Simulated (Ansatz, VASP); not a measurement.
# One calculation of C, two programs

```
CELL_PARAMETERS angstrom
0.00000 1.78337 1.78337
1.78337 0.00000 1.78337
1.78337 1.78337 0.00000
ATOMIC_POSITIONS crystal
C 0.75000 0.75000 0.75000
C 0.50000 0.50000 0.50000
```

Alike in both runs: task single point; functional PBE; k mesh 13 × 13 × 13; occupations gaussian, width 0.03 eV; no spin polarisation.

```csv
,VASP,Ansatz
version,VASP 6.6.1,Ansatz 0.2.0
potentials or method,"VASP PAW PBE potentials, release 64 (C), cutoff 520 eV","all-electron LAPW, scalar-relativistic"
```

```tsv
	VASP	Ansatz	Ansatz less VASP
gap on the k mesh at the Fermi level (eV)	4.14	4.15	+0.009
least direct gap on the mesh (eV)	5.59	5.60	+0.010
pressure (GPa)	2.5	1.8	-0.70
```

Ansatz ran all-electron here, and VASP with PAW potentials.
